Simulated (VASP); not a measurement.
**Pd: relaxation of cell and atoms with PBE**

The system is Pd.

```
Pd
1.0
     2.34625    0.00000    0.00000
    -1.17312    2.03191    0.00000
     0.00000    0.00000    3.80092
Pd
2
Direct
  0.33333 0.66667 0.25000
  0.66667 0.33333 0.75000
```

This isn't the form of Pd at room conditions, which is fcc.

```yaml
Program: VASP 6.6.1
Task: relaxation of cell and atoms
Functional: PBE
Potentials_or_basis: VASP PAW PBE potentials, release 64 (Pd)
Cutoff: 600 eV
k_mesh: 19 × 19 × 10
Occupations: fermi-dirac, width 0.05 eV
Spin: no spin polarisation
Target_pressure: 350 GPa
Dipole_correction: no
Further_INCAR_settings: ALGO = Normal; EDIFF = 1e-06; IBRION = 2; EDIFFG = -0.005; NSW = 60; ISIF = 3
```

```
Relaxed volume                                             : 9.10 Å³/atom
Relaxed cell                                               : a = 2.330 Å, b = 2.330 Å, c = 3.873 Å, α = 90.00°, β = 90.00°, γ = 120.00°
Space group after relaxing (to 0.1 Å)                      : P6_3/mmc (No. 194)
Energy change on relaxing (the run minimises the enthalpy) : -110.8 meV/atom
Ionic steps                                                : 8
Pressure after relaxing                                    : 350.0 GPa
Band gap on the k mesh                                     : zero (bands 10 and 11 overlap by 2.05 eV)
```

The path:
| step | energy change (eV) | largest force (eV/Å) | pressure (GPa) | volume (Å³) |
| --- | --- | --- | --- | --- |
| 1 | 0.0000 | 0.0000 | 358.04 | 18.12 |
| 2 | -2.2629 | 0.0000 | 268.96 | 19.31 |
| 3 | -0.5017 | 0.0000 | 338.86 | 18.34 |
| 4 | 0.4809 | 0.0000 | 375.70 | 17.94 |
| 5 | -0.3023 | 0.0000 | 346.80 | 18.25 |
| 6 | -0.2981 | 0.0000 | 346.99 | 18.24 |
| 7 | 0.1237 | 0.0000 | 363.32 | 18.05 |
| 8 | -0.2216 | 0.0000 | 349.99 | 18.21 |

Final structure:
```
CELL_PARAMETERS angstrom
2.32994 0.00000 0.00000
-1.16497 2.01779 0.00000
0.00000 0.00000 3.87315
ATOMIC_POSITIONS crystal
Pd 0.33333 0.66667 0.25000
Pd 0.66667 0.33333 0.75000
```

Levels at points of the mesh, in eV from the Fermi level:
```tsv
k point	band 8	band 9	band 10	band 11	band 12	band 13
(0.00, 0.00, 0.00)	-3.75	-3.75	-0.62	-0.62	-0.17	12.08
(0.00, 0.00, 0.50)	-5.86	-1.54	-1.54	-1.54	-1.54	15.54
```

It took 5.3 min on 1 thread of Intel Xeon 8259CL, on a shared host, peak memory 0.2 GiB.

Caveat: the cell is relaxed towards a set pressure, so the run minimises the enthalpy, not the energy.
